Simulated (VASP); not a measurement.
# SiC (P6_3mc) in VASP: notebook

The runs below take SiC through single point, with PBE.

All numbers are computed with VASP 6.6.1; they aren't measurements. Logs are shortened: lines on timing, memory, paths and dates and some standing lists are left out, and cuts for length are marked.

## Step 1: The cell of the first run

It takes space group P6_3mc (No. 186, hexagonal). Conventional cell: a = 3.076 Å, b = 3.076 Å, c = 4.897 Å, α = 90.00°, β = 90.00°, γ = 120.00°. Si (site symmetry 3m) has 4 C at 1.86 to 1.89 Å within 2.5 Å. Within 2.5 Å of C (site symmetry 3m) lie 4 Si at 1.86 to 1.89 Å.

## Step 2: Single point, PBE (zz strain of -3 %)

The input, INCAR:

```
SYSTEM = SiC
ALGO = Normal
EDIFF = 1E-6
ENCUT = 520
GGA = PE
ISIF = 2
ISMEAR = -1
LASPH = .True.
LCHARG = .False.
LREAL = .False.
LWAVE = .False.
NBANDS = 16
NELM = 100
PREC = Accurate
SIGMA = 0.08
```

The input, KPOINTS:

```
k-points
0
Gamma
  15 15 8
  0 0 0
```

The input, POSCAR:

```
SiC
1.0
    3.0759982064      0.0000000000      0.0000000000
   -1.5379991032      2.6638925888      0.0000000000
    0.0000000000      0.0000000000      4.8965600000
Si C
2 2
Direct
    0.3333333333      0.6666666667      0.0000000000
    0.6666666667      0.3333333333      0.5000000000
    0.3333333333      0.6666666667      0.3850000000
    0.6666666667      0.3333333333      0.8850000000
```

Potentials or basis: VASP PAW PBE potentials, release 64 (Si, C).

On the command line:

```bash
$ cat potpaw_PBE.64/Si/POTCAR potpaw_PBE.64/C/POTCAR > POTCAR
$ mpirun -np 1 vasp_std > vasp.out
```

OUTCAR:

```text
SYSTEM = SiC
   EDIFF = 1E-6
   ENCUT = 520
   GGA = PE
   ISIF = 2
   ISMEAR = -1
   LASPH = .True.
   LREAL = .False.
   NELM = 100
   PREC = Accurate

 ion  position               nearest neighbor table
   1  0.333  0.667  0.000-   4 1.86   4 1.86   4 1.86   3 1.89   2 3.02   2 3.02   2 3.02   2 3.02
                             2 3.02   2 3.02
   2  0.667  0.333  0.500-   3 1.86   3 1.86   3 1.86   4 1.89   1 3.02   1 3.02   1 3.02   1 3.02
                             1 3.02   1 3.02
   3  0.333  0.667  0.385-   2 1.86   2 1.86   2 1.86   1 1.89
   4  0.667  0.333  0.885-   1 1.86   1 1.86   1 1.86   2 1.89

  LATTYP: Found a hexagonal cell.
 ALAT       =     3.0759982064
 C/A-ratio  =     1.5918604861

  Lattice vectors:

 A1 = (   3.0759982064,   0.0000000000,   0.0000000000)
 A2 = (  -1.5379991032,   2.6638925888,   0.0000000000)
 A3 = (   0.0000000000,   0.0000000000,   4.8965600000)

Analysis of symmetry for initial positions (statically):
=====================================================================
 Subroutine PRICEL returns:
 Original cell was already a primitive cell.

 Routine SETGRP: Setting up the symmetry group for a
 hexagonal supercell.

 Subroutine GETGRP returns: Found 12 space group operations
 (whereof  6 operations were pure point group operations)
 out of a pool of 24 trial point group operations.

The static configuration has the point symmetry C_3v.
 The point group associated with its full space group is C_6v.

Analysis of symmetry for dynamics (positions and initial velocities):
=====================================================================
 Subroutine PRICEL returns:
 Original cell was already a primitive cell.

 Routine SETGRP: Setting up the symmetry group for a
 hexagonal supercell.

 Subroutine GETGRP returns: Found 12 space group operations
 (whereof  6 operations were pure point group operations)
 out of a pool of 24 trial point group operations.

The dynamic configuration has the point symmetry C_3v.
 The point group associated with its full space group is C_6v.

 Subroutine INISYM returns: Found 12 space group operations
 (whereof  6 operations are pure point group operations),
 and found     1 'primitive' translations

----------------------------------------------------------------------------------------

                                     Primitive cell

  volume of cell :      40.1230

  direct lattice vectors                    reciprocal lattice vectors
     3.075998206  0.000000000  0.000000000     0.325097719  0.187695255  0.000000000
[... 95 lines left out ...]
   NFREE  =      0    steps in history (QN), initial steepest desc. (CG)
   ISIF   =      2    stress and relaxation
   ISYM   =      2    0-nonsym 1-usesym 2-fastsym
   POTIM  = 0.5000    time-step for ionic-motion
   TEBEG  =    0.0;   TEEND  =   0.0 temperature during run
   PSTRESS=    0.0 pullay stress
   NELECT =      16.0000    total number of electrons
   NUPDOWN=      -1.0000    fix difference up-down
   EMIN   =  10.00;   EMAX   =-10.00  energy-range for DOS
   EFERMI =   0.00;   METHOD = LEGACY
   ISMEAR =    -1;   SIGMA  =   0.08  broadening in eV -4-tet -1-fermi 0-gaus
   EFERMI_NEDOS =   21; number of points for ismear=-14 and -15
   IALGO  =     38    algorithm
   IMIX   =      4    mixing-type and parameters
     AMIX     =   0.40;   BMIX     =  1.00
     AMIX_MAG =   1.60;   BMIX_MAG =  1.00
  volume/ion in A,a.u.               =      10.03        67.69
  Fermi-wavevector in a.u.,A,eV,Ry     =   1.204990  2.277101 19.755680  1.452002
  Thomas-Fermi vector in A             =   2.340700
   LORBIT       =      0    0 simple, 1 ext, 2 COOP (PROOUT), +10 PAW based schemes
   GGA     = PE    functional components
   LHFCALC =     F    Hartree Fock is set to
   AEXX    =    0.0000 exact exchange contribution
   IVDW    =     0    specifies the selected vdW correction
   LEPSILON=     F    determine dielectric tensor
   LRPA    =     F    only Hartree local field effects (RPA)
 non-spin polarized calculation
  energy-cutoff  :      520.00
  volume of cell :       40.12
 maximum number of plane-waves:      1092
 NGX is ok and might be reduce to    24
   NGX = 11   NGY = 11   NGZ = 19

 number of electron      15.9999999 magnetization

 Free energy of the ion-electron system (eV)
  ---------------------------------------------------
  ext. energy  EPLUGINS =         0.00000000
  ---------------------------------------------------
  free energy    TOTEN  =       -29.99831284 eV

  energy without entropy =      -29.99831282  energy(sigma->0) =      -29.99831283

 E-fermi :   9.9817     XC(G=0): -11.4807

 val. band max:        8.8809064448   @ k =   0.0000   0.0000   0.0000
 cond. band min:      11.1052816643   @ k =   0.3333   0.3333   0.0000
 fundamental gap:      2.2243752195
 Fermi energy:         9.9816720793

 k-point     1 :       0.0000    0.0000    0.0000
  band No.  band energies     occupation
      1      -7.2077      2.00000
      2      -3.3225      2.00000
      3      -0.0696      2.00000
      4       7.0100      2.00000
      5       7.0100      2.00000
      6       8.4673      2.00000
[... 433 lines left out ...]
      3       1.2843      2.00000
      4       2.5838      2.00000
      5       2.8339      2.00000
      6       3.8122      2.00000
[... 8 lines left out ...]
     15      20.4165      0.00000
     16      20.6174      0.00000

 [... further k-points ...]

------------------------ aborting loop because EDIFF is reached ----------------------------------------

  FORCE on cell =-STRESS in cart. coord.  units (eV):
  Direction    XX          YY          ZZ          XY          YZ          ZX
  --------------------------------------------------------------------------------------
  -------------------------------------------------------------------------------------
  Total        1.6725445      1.6725445      4.4997787      0.0000000      0.0000000     -0.0000000
  in kB       66.7873792     66.7873792    179.6833642      0.0000000      0.0000000     -0.0000000
  external PRESSURE =     104.4193742 kB  Pullay stress =       0.0000000 kB

 VOLUME and BASIS-vectors are now :
 -----------------------------------------------------------------------------
  energy-cutoff  :      520.00
  volume of cell :       40.12
      direct lattice vectors                 reciprocal lattice vectors
     3.075998206  0.000000000  0.000000000     0.325097719  0.187695255  0.000000000
    -1.537999103  2.663892589  0.000000000     0.000000000  0.375390511  0.000000000
     0.000000000  0.000000000  4.896560000     0.000000000  0.000000000  0.204225007

 POSITION                                       TOTAL-FORCE (eV/Angst)
 -----------------------------------------------------------------------------------
     -0.00000      1.77593      0.00000        -0.000000     -0.000000      0.473805
      1.53800      0.88796      2.44828        -0.000000      0.000000      0.473805
     -0.00000      1.77593      1.88518         0.000000     -0.000000     -0.473805
      1.53800      0.88796      4.33346         0.000000     -0.000000     -0.473805
 -----------------------------------------------------------------------------------
    total drift:                               -0.000000      0.000000      0.000489

  FREE ENERGIE OF THE ION-ELECTRON SYSTEM (eV)
  ---------------------------------------------------
  free  energy   TOTEN  =       -29.9983128383 eV

  energy  without entropy=      -29.9983128238  energy(sigma->0) =      -29.99831283
```

OSZICAR:

```text
N       E                     dE             d eps       ncg     rms          rms(c)
DAV:   1     0.263164136482E+02    0.26316E+02   -0.72724E+03  4320   0.904E+02
DAV:   2    -0.313687143921E+02   -0.57685E+02   -0.53139E+02  6200   0.160E+02
DAV:   3    -0.338899981016E+02   -0.25213E+01   -0.25126E+01  5648   0.307E+01
DAV:   4    -0.339079950727E+02   -0.17997E-01   -0.17994E-01  5392   0.319E+00
DAV:   5    -0.339081662513E+02   -0.17118E-03   -0.17118E-03  5624   0.294E-01    0.129E+01
DAV:   6    -0.301095062406E+02    0.37987E+01   -0.66687E+00  5512   0.159E+01    0.589E+00
DAV:   7    -0.300165493560E+02    0.92957E-01   -0.11910E+00  6216   0.642E+00    0.254E+00
DAV:   8    -0.299995216321E+02    0.17028E-01   -0.50238E-02  4944   0.142E+00    0.640E-01
DAV:   9    -0.299979669489E+02    0.15547E-02   -0.77095E-03  5688   0.598E-01    0.121E-01
DAV:  10    -0.299982852932E+02   -0.31834E-03   -0.99656E-04  5256   0.183E-01    0.575E-02
DAV:  11    -0.299983112246E+02   -0.25931E-04   -0.92259E-05  4888   0.686E-02    0.133E-02
DAV:  12    -0.299983122973E+02   -0.10727E-05   -0.64131E-06  5728   0.159E-02    0.363E-03
DAV:  13    -0.299983128383E+02   -0.54091E-06   -0.42034E-07  3504   0.434E-03
   1 F= -.29998313E+02 E0= -.29998313E+02  d E =-.144195E-07
```

stdout:

```text
POSCAR found type information on POSCAR SiC
 POSCAR found :  2 types and       4 ions
 scaLAPACK will be used
 LDA part: xc-table for (Slater+PW92), standard interpolation
 POSCAR, INCAR and KPOINTS ok, starting setup
 FFT: planning ... GRIDC
 FFT: planning ... GRID_SOFT
 FFT: planning ... GRID
 WAVECAR not read
 entering main loop
```

Run time: 29 s. Hardware: 1 thread of Intel Xeon Platinum 8488C (Sapphire Rapids), shared host; peak memory 0.19 GiB.

What came out:

* Free energy: -29.9983 eV
* Pressure: 10.4 GPa
* Largest force: 0.474 eV/Å
* Band gap on the k mesh: 2.22 eV (least direct gap 3.85 eV)

Forces on the atoms (eV/Å):
```
Si   0.000  0.000  0.474
Si   0.000  0.000  0.474
C    0.000  0.000 -0.474
C    0.000  0.000 -0.474
```

Stress tensor (GPa, compression positive):
```
 6.68  0.00  0.00
 0.00  6.68  0.00
 0.00  0.00 17.97
```

Caveat: the cell differs from its parent crystal (zz strain of -3 %); the stress differs along the axes, from 7 to 18 GPa.

## Step 3: Single point, PBE (zz strain of -1 %)

The input, INCAR:

```
SYSTEM = SiC
PREC     = Accurate       ! precision mode
ENCUT    = 520            ! plane-wave cutoff, eV
EDIFF    = 1E-7           ! SCF threshold, eV
ISMEAR   = -1             ! smearing method
SIGMA    = 0.08           ! smearing width, eV
LREAL    = .False.        ! projectors in reciprocal space
LASPH    = .True.         ! aspherical terms in the spheres
NELM     = 60             ! most SCF steps
ALGO     = Normal         ! electronic algorithm
ISIF     = 2              ! what is computed and relaxed
LWAVE    = .False.        ! write WAVECAR
LCHARG   = .True.         ! write CHGCAR
GGA      = PE             ! functional
LELF     = .True.         ! ELF
LVHAR    = .True.       
NBANDS   = 16             ! bands
```

The input, KPOINTS:

```
regular mesh
0
Gamma
  15 15 8
  0 0 0
```

Edit POSCAR of step 2 so:

```diff
@@ -4,3 +4,3 @@
    -1.5379991032      2.6638925888      0.0000000000
-    0.0000000000      0.0000000000      4.8965600000
+    0.0000000000      0.0000000000      4.9975200000
 Si C
```

Potentials or basis: VASP PAW PBE potentials, release 64 (Si, C).

On the command line:

```bash
$ cat potpaw_PBE.64/Si/POTCAR potpaw_PBE.64/C/POTCAR > POTCAR
$ mpirun -np 1 vasp_std > vasp.out
```

OUTCAR:

```text
SYSTEM = SiC
   PREC = Accurate
   ENCUT = 520
   EDIFF = 1E-7
   ISMEAR = -1
   LREAL = .False.
   LASPH = .True.
   NELM = 60
   ISIF = 2
   GGA = PE

 ion  position               nearest neighbor table
   1  0.333  0.667  0.000-   4 1.87   4 1.87   4 1.87   3 1.92   2 3.07   2 3.07   2 3.07   2 3.07
                             2 3.07   2 3.07
   2  0.667  0.333  0.500-   3 1.87   3 1.87   3 1.87   4 1.92   1 3.07   1 3.07   1 3.07   1 3.07
                             1 3.07   1 3.07
   3  0.333  0.667  0.385-   2 1.87   2 1.87   2 1.87   1 1.92
   4  0.667  0.333  0.885-   1 1.87   1 1.87   1 1.87   2 1.92
[... 660 lines left out ...]
  --------------------------------------------------------------------------------------
  -------------------------------------------------------------------------------------
  Total        1.4575820      1.4575820      1.4885174      0.0000000      0.0000000      0.0000000
  in kB       57.0277528     57.0277528     58.2380973      0.0000000      0.0000000      0.0000000
  external PRESSURE =      57.4312010 kB  Pullay stress =       0.0000000 kB

 VOLUME and BASIS-vectors are now :
 -----------------------------------------------------------------------------
  energy-cutoff  :      520.00
  volume of cell :       40.95
      direct lattice vectors                 reciprocal lattice vectors
     3.075998206  0.000000000  0.000000000     0.325097719  0.187695255  0.000000000
    -1.537999103  2.663892589  0.000000000     0.000000000  0.375390511  0.000000000
     0.000000000  0.000000000  4.997520000     0.000000000  0.000000000  0.200099249

 POSITION                                       TOTAL-FORCE (eV/Angst)
 -----------------------------------------------------------------------------------
     -0.00000      1.77593      0.00000        -0.000000      0.000000      0.682969
      1.53800      0.88796      2.49876         0.000000     -0.000000      0.682969
     -0.00000      1.77593      1.92405         0.000000      0.000000     -0.682969
      1.53800      0.88796      4.42281        -0.000000      0.000000     -0.682969
 -----------------------------------------------------------------------------------
    total drift:                                0.000000      0.000000     -0.000144

  FREE ENERGIE OF THE ION-ELECTRON SYSTEM (eV)
  ---------------------------------------------------
  free  energy   TOTEN  =       -30.0592012417 eV

  energy  without entropy=      -30.0592012336  energy(sigma->0) =      -30.05920124
```

Wall time 36 s (1 thread of Intel Xeon Platinum 8488C (Sapphire Rapids), shared host); peak memory 0.2 GiB.

What came out:

```
Free energy            : -30.0592 eV
Pressure               : 5.7 GPa
Largest force          : 0.683 eV/Å
Band gap on the k mesh : 2.29 eV (least direct gap 4.01 eV)
```

Forces on the atoms (eV/Å):
```
Si   0.000  0.000  0.683
Si   0.000  0.000  0.683
C    0.000  0.000 -0.683
C    0.000  0.000 -0.683
```

Stress tensor (GPa, compression positive):
```
5.70 0.00 0.00
0.00 5.70 0.00
0.00 0.00 5.82
```

Caveat: the cell differs from its parent crystal (zz strain of -1 %); the cell stands under pressure. A k mesh can miss the band edges.

## Step 4: Single point, PBE (zz strain of +2 %)

The input, INCAR:

```
  PREC = Accurate
  ENCUT = 520
  EDIFF = 1E-6
  ISMEAR = -1
  SIGMA = 0.08
  LREAL = False
  LASPH = True
  NELM = 100
  ALGO = Normal
  ISIF = 2
  LWAVE = False
  LCHARG = True
  GGA = PE
  LELF = True
  LVHAR = True
  NBANDS = 16
```

The input, KPOINTS:

```
regular mesh
0
Gamma
  15 15 8
```

Edit POSCAR of step 3 so:

```diff
@@ -4,3 +4,3 @@
    -1.5379991032      2.6638925888      0.0000000000
-    0.0000000000      0.0000000000      4.9975200000
+    0.0000000000      0.0000000000      5.1489600000
 Si C
```

Potentials or basis: VASP PAW PBE potentials, release 64 (Si, C).

On the command line:

```bash
$ cat potpaw_PBE.64/Si/POTCAR potpaw_PBE.64/C/POTCAR > POTCAR
$ mpirun -np 1 vasp_std > vasp.out
```

OUTCAR:

```text
PREC = Accurate
   ENCUT = 520
   EDIFF = 1E-6
   ISMEAR = -1
   LREAL = False
   LASPH = True
   NELM = 100
   ISIF = 2
   GGA = PE

 ion  position               nearest neighbor table
   1  0.333  0.667  0.000-   4 1.87   4 1.87   4 1.87   3 1.98   2 3.13   2 3.13   2 3.13   2 3.13
                             2 3.13   2 3.13
   2  0.667  0.333  0.500-   3 1.87   3 1.87   3 1.87   4 1.98   1 3.13   1 3.13   1 3.13   1 3.13
                             1 3.13   1 3.13
   3  0.333  0.667  0.385-   2 1.87   2 1.87   2 1.87   1 1.98
[... 660 lines left out ...]
  Direction    XX          YY          ZZ          XY          YZ          ZX
  --------------------------------------------------------------------------------------
  -------------------------------------------------------------------------------------
  Total        1.1654865      1.1654865     -2.4242969      0.0000000      0.0000000      0.0000000
  in kB       44.2583802     44.2583802    -92.0606589      0.0000000      0.0000000      0.0000000
  external PRESSURE =      -1.1812995 kB  Pullay stress =       0.0000000 kB

 VOLUME and BASIS-vectors are now :
 -----------------------------------------------------------------------------
  energy-cutoff  :      520.00
  volume of cell :       42.19
      direct lattice vectors                 reciprocal lattice vectors
     3.075998206  0.000000000  0.000000000     0.325097719  0.187695255  0.000000000
    -1.537999103  2.663892589  0.000000000     0.000000000  0.375390511  0.000000000
     0.000000000  0.000000000  5.148960000     0.000000000  0.000000000  0.194213977

 POSITION                                       TOTAL-FORCE (eV/Angst)
 -----------------------------------------------------------------------------------
     -0.00000      1.77593      0.00000        -0.000000     -0.000000      0.832077
      1.53800      0.88796      2.57448         0.000000      0.000000      0.832077
     -0.00000      1.77593      1.98235         0.000000     -0.000000     -0.832077
      1.53800      0.88796      4.55683        -0.000000      0.000000     -0.832077
 -----------------------------------------------------------------------------------
    total drift:                               -0.000000      0.000000     -0.000375

  FREE ENERGIE OF THE ION-ELECTRON SYSTEM (eV)
  ---------------------------------------------------
  free  energy   TOTEN  =       -30.0441979682 eV

  energy  without entropy=      -30.0441979634  energy(sigma->0) =      -30.04419797
```

stdout:

```text
POSCAR found type information on POSCAR SiC
 POSCAR found :  2 types and       4 ions
 scaLAPACK will be used
 LDA part: xc-table for (Slater+PW92), standard interpolation
 POSCAR, INCAR and KPOINTS ok, starting setup
 FFT: planning ... GRIDC
 FFT: planning ... GRID_SOFT
 FFT: planning ... GRID
 WAVECAR not read
 entering main loop
```

It took 31 s on 1 thread of Intel Xeon Platinum 8488C (Sapphire Rapids), shared host; peak memory 0.2 GiB.

What came out:

* Free energy: -30.0442 eV
* Pressure: -0.1 GPa
* Largest force: 0.832 eV/Å
* Band gap on the k mesh: 2.40 eV (least direct gap 4.23 eV)

Forces in eV/Å, atoms in the order of the input:
```
Si   0.000  0.000  0.832
Si   0.000  0.000  0.832
C    0.000  0.000 -0.832
C    0.000  0.000 -0.832
```

Levels at points of the mesh, in eV from the valence-band top:
```
           k point  band 6  band 7  band 8  band 9  band 10  band 11
(0.00, 0.00, 0.00)   -0.18   -0.18    0.00    4.85     5.54     6.64
(0.00, 0.00, 0.50)   -0.81   -0.81   -0.81    5.85     5.85     7.29
```

Caveat: the cell differs from its parent crystal (zz strain of +2 %); the stress differs along the axes, from -9 to 4 GPa. A k mesh can miss the band edges.

## Step 5: Overview

| cell | gap on the mesh (eV) | pressure (GPa) | largest force (eV/Å) |
| --- | --- | --- | --- |
| a = 3.076, b = 3.076, c = 4.897 Å, angles 90.0, 90.0, 120.0°, 4 atoms | 2.22 | 10.4 | 0.47 |
| a = 3.076, b = 3.076, c = 4.998 Å, angles 90.0, 90.0, 120.0°, 4 atoms | 2.29 | 5.7 | 0.68 |
| a = 3.076, b = 3.076, c = 5.149 Å, angles 90.0, 90.0, 120.0°, 4 atoms | 2.40 | -0.1 | 0.83 |

Alike in all rows: task single point; level PBE; potentials or basis VASP PAW PBE potentials, release 64 (Si, C); no spin polarisation; k mesh 15 × 15 × 8; cutoff (eV) 520; smearing fermi-dirac 0.08 eV.

Caveats: the stress differs along the axes, from 7 to 18 GPa (at least some runs); the cell stands under pressure (at least some runs); the stress differs along the axes, from -9 to 4 GPa (at least some runs).

Absolute energies hang on the potentials; compare differences alone.
